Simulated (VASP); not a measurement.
# TaN (Fm-3m) in VASP: notebook

Runs on TaN. Level: PBE. Tasks: single point.

Everything below comes from runs of VASP 6.6.1. Logs are shortened: lines on timing, memory, paths and dates and some standing lists are left out, and cuts for length are marked.

### 1 The cell of the first run

Symmetry: Fm-3m, No. 225, cubic system. The conventional cell has a = 4.417 Å, b = 4.417 Å, c = 4.417 Å, α = 90.00°, β = 90.00°, γ = 90.00°. Ta (site symmetry m-3m) has 6 N at 2.21 Å within 2.9 Å. Within 2.9 Å of N (site symmetry m-3m) lie 6 Ta at 2.21 Å.

### 2 Single point, PBE

Input file INCAR:

```
ALGO = Normal
EDIFF = 1E-7
ENCUT = 520
GGA = PE
ISIF = 2
ISMEAR = -1
LASPH = T
LCHARG = F
LREAL = F
LWAVE = F
NBANDS = 15
NELM = 80
PREC = Accurate
SIGMA = 0.02
```

Input file KPOINTS:

```
k-points
0
Gamma
  11 11 11
```

Input file POSCAR:

```
TaN
1.0
    0.0000000000      2.2085294952      2.2085294952
    2.2085294952      0.0000000000      2.2085294952
    2.2085294952      2.2085294952      0.0000000000
Ta N
1 1
Direct
    0.5000000000      0.5000000000      0.5000000000
    0.0000000000      0.0000000000      0.0000000000
```

Potentials or basis: VASP PAW PBE potentials, release 64 (Ta_pv, N).

Launch:

```bash
cat potpaw_PBE.64/Ta_pv/POTCAR potpaw_PBE.64/N/POTCAR > POTCAR
mpirun -np 1 vasp_std > vasp.out
```

OUTCAR:

```text
EDIFF = 1E-7
   ENCUT = 520
   GGA = PE
   ISIF = 2
   ISMEAR = -1
   LASPH = T
   LREAL = F
   NELM = 80
   PREC = Accurate

 ion  position               nearest neighbor table
   1  0.500  0.500  0.500-   2 2.21   2 2.21   2 2.21   2 2.21   2 2.21   2 2.21
   2  0.000  0.000  0.000-   1 2.21   1 2.21   1 2.21   1 2.21   1 2.21   1 2.21

  LATTYP: Found a face centered cubic cell.
 ALAT       =     4.4170589904

  Lattice vectors:

 A1 = (   0.0000000000,   2.2085294952,   2.2085294952)
 A2 = (   2.2085294952,   0.0000000000,   2.2085294952)
 A3 = (   2.2085294952,   2.2085294952,   0.0000000000)

Analysis of symmetry for initial positions (statically):
=====================================================================
 Subroutine PRICEL returns:
 Original cell was already a primitive cell.

 Routine SETGRP: Setting up the symmetry group for a
 face centered cubic supercell.

 Subroutine GETGRP returns: Found 48 space group operations
 (whereof 48 operations were pure point group operations)
 out of a pool of 48 trial point group operations.

The static configuration has the point symmetry O_h .

Analysis of symmetry for dynamics (positions and initial velocities):
=====================================================================
 Subroutine PRICEL returns:
 Original cell was already a primitive cell.

 Routine SETGRP: Setting up the symmetry group for a
 face centered cubic supercell.

 Subroutine GETGRP returns: Found 48 space group operations
 (whereof 48 operations were pure point group operations)
 out of a pool of 48 trial point group operations.

The dynamic configuration has the point symmetry O_h .

 Subroutine INISYM returns: Found 48 space group operations
 (whereof 48 operations are pure point group operations),
 and found     1 'primitive' translations

----------------------------------------------------------------------------------------

                                     Primitive cell

  volume of cell :      21.5447

  direct lattice vectors                    reciprocal lattice vectors
     0.000000000  2.208529495  2.208529495    -0.226394984  0.226394984  0.226394984
     2.208529495  0.000000000  2.208529495     0.226394984 -0.226394984  0.226394984
     2.208529495  2.208529495  0.000000000     0.226394984  0.226394984 -0.226394984

  length of vectors
     3.123332365  3.123332365  3.123332365     0.392127615  0.392127615  0.392127615

  position of ions in fractional coordinates (direct lattice)
     0.500000000  0.500000000  0.500000000
     0.000000000  0.000000000  0.000000000

  ion indices of the primitive-cell ions
   primitive index   ion index
                 1           1
                 2           2

----------------------------------------------------------------------------------------

 KPOINTS: k-points

Automatic generation of k-mesh.
 Grid dimensions read from file:
 generate k-points for:   11   11   11

 Generating k-lattice:

  Cartesian coordinates                     Fractional coordinates (reciprocal lattice)
    -0.020581362  0.020581362  0.020581362     0.090909091  0.000000000  0.000000000
     0.020581362 -0.020581362  0.020581362     0.000000000  0.090909091  0.000000000
     0.020581362  0.020581362 -0.020581362     0.000000000  0.000000000  0.090909091

  Length of vectors
     0.035647965  0.035647965  0.035647965

  Shift w.r.t. Gamma in fractional coordinates (k-lattice)
     0.000000000  0.000000000  0.000000000

 Subroutine IBZKPT returns following result:
 ===========================================

 Found     56 irreducible k-points:

 Following reciprocal coordinates:
            Coordinates               Weight
  0.000000  0.000000  0.000000      1.000000
  0.090909  0.000000  0.000000      8.000000
  0.181818  0.000000  0.000000      8.000000
  0.272727  0.000000  0.000000      8.000000
  0.363636  0.000000  0.000000      8.000000
  0.454545  0.000000  0.000000      8.000000
[... 16 lines left out ...]
 -0.272727  0.181818  0.000000     24.000000
 -0.181818  0.181818  0.000000     12.000000
 [... further k-points ...]
   k-points           NKPTS =     56   k-points in BZ     NKDIM =     56   number of bands    NBANDS=     15
   number of dos      NEDOS =    301   number of ions     NIONS =      2
   total plane-waves  NPLWV =  13824
   dimension x,y,z NGX =    24 NGY =   24 NGZ =   24
   dimension x,y,z NGXF=    48 NGYF=   48 NGZF=   48
   ions per type =               1   1
   NGX,Y,Z   is equivalent  to a cutoff of  12.77, 12.77, 12.77 a.u.
   NGXF,Y,Z  is equivalent  to a cutoff of  25.55, 25.55, 25.55 a.u.
 SYSTEM =  unknown system
   PREC   = accura    normal or accurate (medium, high low for compatibility)
   ISTART =      0    job   : 0-new  1-cont  2-samecut
   ICHARG =      2    charge: 1-file 2-atom 10-const
   ISPIN  =      1    spin polarized calculation?
   LNONCOLLINEAR =      F non collinear calculations
   LSORBIT =      F    spin-orbit coupling
   LASPH  =      T    aspherical Exc in radial PAW
   ENCUT  =  520.0 eV  38.22 Ry    6.18 a.u.   5.81  5.81  5.81*2*pi/ulx,y,z
   NELM   =     80;   NELMIN=  2; NELMDL= -5     # of ELM steps
   EDIFF  = 0.1E-06   stopping-criterion for ELM
   LREAL  =      F    real-space projection
   EDIFFG = 0.1E-05   stopping-criterion for IOM
   NSW    =      0    number of steps for IOM
   IBRION =     -1    ionic relax: 0-MD 1-quasi-New 2-CG
   NFREE  =      0    steps in history (QN), initial steepest desc. (CG)
   ISIF   =      2    stress and relaxation
   ISYM   =      2    0-nonsym 1-usesym 2-fastsym
   POTIM  = 0.5000    time-step for ionic-motion
   TEBEG  =    0.0;   TEEND  =   0.0 temperature during run
   PSTRESS=    0.0 pullay stress
   NELECT =      16.0000    total number of electrons
   NUPDOWN=      -1.0000    fix difference up-down
   EMIN   =  10.00;   EMAX   =-10.00  energy-range for DOS
   EFERMI =   0.00;   METHOD = LEGACY
   ISMEAR =    -1;   SIGMA  =   0.02  broadening in eV -4-tet -1-fermi 0-gaus
   EFERMI_NEDOS =   21; number of points for ismear=-14 and -15
   IALGO  =     38    algorithm
   IMIX   =      4    mixing-type and parameters
     AMIX     =   0.40;   BMIX     =  1.00
     AMIX_MAG =   1.60;   BMIX_MAG =  1.00
  volume/ion in A,a.u.               =      10.77        72.70
  Fermi-wavevector in a.u.,A,eV,Ry     =   1.482524  2.801563 29.903922  2.197876
  Thomas-Fermi vector in A             =   2.596299
   LORBIT       =      0    0 simple, 1 ext, 2 COOP (PROOUT), +10 PAW based schemes
   GGA     = PE    functional components
   LHFCALC =     F    Hartree Fock is set to
   AEXX    =    0.0000 exact exchange contribution
   IVDW    =     0    specifies the selected vdW correction
   LEPSILON=     F    determine dielectric tensor
   LRPA    =     F    only Hartree local field effects (RPA)
 non-spin polarized calculation
  energy-cutoff  :      520.00
  volume of cell :       21.54
 maximum number of plane-waves:       595
   NGX = 11   NGY = 11   NGZ = 11

 number of electron      16.0000003 magnetization

 Free energy of the ion-electron system (eV)
  ---------------------------------------------------
  ext. energy  EPLUGINS =         0.00000000
  ---------------------------------------------------
  free energy    TOTEN  =       -21.82169244 eV

  energy without entropy =      -21.82139476  energy(sigma->0) =      -21.82154360

 E-fermi :   9.4535     XC(G=0): -13.3652

 val. band max:        9.3479005787   @ k =  -0.3636   0.2727   0.0909
 cond. band min:       9.4577189766   @ k =   0.0000   0.0000   0.0000
 fundamental gap:      0.1098183979
 Fermi energy:         9.4534985351

 k-point     1 :       0.0000    0.0000    0.0000
  band No.  band energies     occupation
      1     -26.4076      2.00000
      2     -26.4076      2.00000
      3     -26.4076      2.00000
      4      -9.3557      2.00000
      5       5.6108      2.00000
      6       5.6108      2.00000
      7       5.6108      2.00000
      8       7.3273      2.00000
      9       7.3273      2.00000
     10       7.3273      2.00000
     11       9.4577      0.89488
     12       9.4577      0.89485
     13      10.8048      0.00000
     14      18.7963      0.00000
     15      21.7282      0.00000

 k-point     2 :       0.0909    0.0000    0.0000
  band No.  band energies     occupation
      1     -26.4767      2.00000
      2     -26.4140      2.00000
      3     -26.4140      2.00000
      4      -9.1621      2.00000
      5       4.6665      2.00000
      6       4.9815      2.00000
      7       4.9815      2.00000
      8       7.6263      2.00000
      9       7.6263      2.00000
     10       7.6984      2.00000
     11      10.2207      0.00000
     12      10.2207      0.00000
     13      11.3986      0.00000
     14      19.3959      0.00000
     15      21.7278      0.00000

 k-point     3 :       0.1818    0.0000    0.0000
  band No.  band energies     occupation
      1     -26.6575      2.00000
      2     -26.4310      2.00000
      3     -26.4310      2.00000
      4      -8.6245      2.00000
      5       3.0298      2.00000
      6       3.9112      2.00000
      7       3.9112      2.00000
      8       8.1721      2.00000
      9       8.3070      2.00000
     10       8.3070      2.00000
     11      11.8544      0.00000
     12      11.8544      0.00000
     13      12.6953      0.00000
     14      20.8604      0.00000
     15      21.7274      0.00000

 k-point     4 :       0.2727    0.0000    0.0000
  band No.  band energies     occupation
      1     -26.8850      2.00000
      2     -26.4532      2.00000
      3     -26.4532      2.00000
      4      -7.8626      2.00000
      5       1.4132      2.00000
      6       2.9690      2.00000
      7       2.9690      2.00000
      8       8.8255      2.00000
      9       9.2748      1.99974
     10       9.2748      1.99974
     11      13.7023      0.00000
     12      13.7023      0.00000
     13      13.9225      0.00000
     14      21.6399      0.00000
     15      21.7944      0.00000
[... 307 lines left out ...]
 k-point    22 :      -0.3636    0.1818    0.0000
  band No.  band energies     occupation
      1     -27.0914      2.00000
      2     -26.6612      2.00000
      3     -26.5053      2.00000
      4      -6.8833      2.00000
      5       0.0143      2.00000
      6       2.1907      2.00000
      7       2.4756      2.00000
      8      10.1611      0.00000
      9      10.5484      0.00000
     10      10.7979      0.00000
     11      13.7428      0.00000
     12      16.6704      0.00000
     13      16.7893      0.00000
     14      20.0663      0.00000
     15      21.7395      0.00000

 k-point    23 :      -0.2727    0.1818    0.0000
  band No.  band energies     occupation
      1     -26.9886      2.00000
      2     -26.6432      2.00000
      3     -26.4706      2.00000
      4      -7.2265      2.00000
      5       0.4328      2.00000
      6       2.2811      2.00000
      7       2.8901      2.00000
      8       9.5349      0.03356
      9       9.5830      0.00308
     10      11.3410      0.00000
     11      12.3312      0.00000
     12      15.8073      0.00000
     13      16.4588      0.00000
     14      20.9357      0.00000
     15      21.7508      0.00000

 k-point    24 :      -0.1818    0.1818    0.0000
  band No.  band energies     occupation
      1     -26.8595      2.00000
      2     -26.5805      2.00000
      3     -26.4410      2.00000
      4      -7.7556      2.00000
      5       1.2154      2.00000
      6       2.6399      2.00000
      7       3.3944      2.00000
      8       8.7140      2.00000
      9       9.0901      2.00000
     10      10.7549      0.00000
     11      11.2175      0.00000
     12      14.9205      0.00000
     13      15.1999      0.00000
     14      21.7144      0.00000
     15      22.5690      0.00000

 [... further k-points ...]
[... 5 lines left out ...]
  --------------------------------------------------------------------------------------
  -------------------------------------------------------------------------------------
  Total        0.1056050      0.1056050      0.1056050      0.0000000      0.0000000     -0.0000000
  in kB        7.8533620      7.8533620      7.8533620      0.0000000      0.0000000     -0.0000000
  external PRESSURE =       7.8533620 kB  Pullay stress =       0.0000000 kB

 VOLUME and BASIS-vectors are now :
 -----------------------------------------------------------------------------
  energy-cutoff  :      520.00
  volume of cell :       21.54
      direct lattice vectors                 reciprocal lattice vectors
     0.000000000  2.208529495  2.208529495    -0.226394984  0.226394984  0.226394984
     2.208529495  0.000000000  2.208529495     0.226394984 -0.226394984  0.226394984
     2.208529495  2.208529495  0.000000000     0.226394984  0.226394984 -0.226394984

 POSITION                                       TOTAL-FORCE (eV/Angst)
 -----------------------------------------------------------------------------------
      2.20853      2.20853      2.20853         0.000000      0.000000      0.000000
      0.00000      0.00000      0.00000        -0.000000     -0.000000     -0.000000
 -----------------------------------------------------------------------------------
    total drift:                                0.000000     -0.000000     -0.000000

  FREE ENERGIE OF THE ION-ELECTRON SYSTEM (eV)
  ---------------------------------------------------
  free  energy   TOTEN  =       -21.8216924421 eV

  energy  without entropy=      -21.8213947621  energy(sigma->0) =      -21.82154360
```

Wall time 7.1 s (1 thread of Intel Xeon 6975P-C (Granite Rapids), shared host); peak memory 0.14 GiB.

What came out:

- Free energy: -21.8217 eV
- Pressure: 0.8 GPa
- Band gap on the k mesh: zero (band 8 reaches 11.04 eV, above the bottom of band 9 at 7.33 eV)

Caveat: spin-orbit coupling is left out, which moves the levels of the heavy elements.

(Part 1 of 2 ends here.)
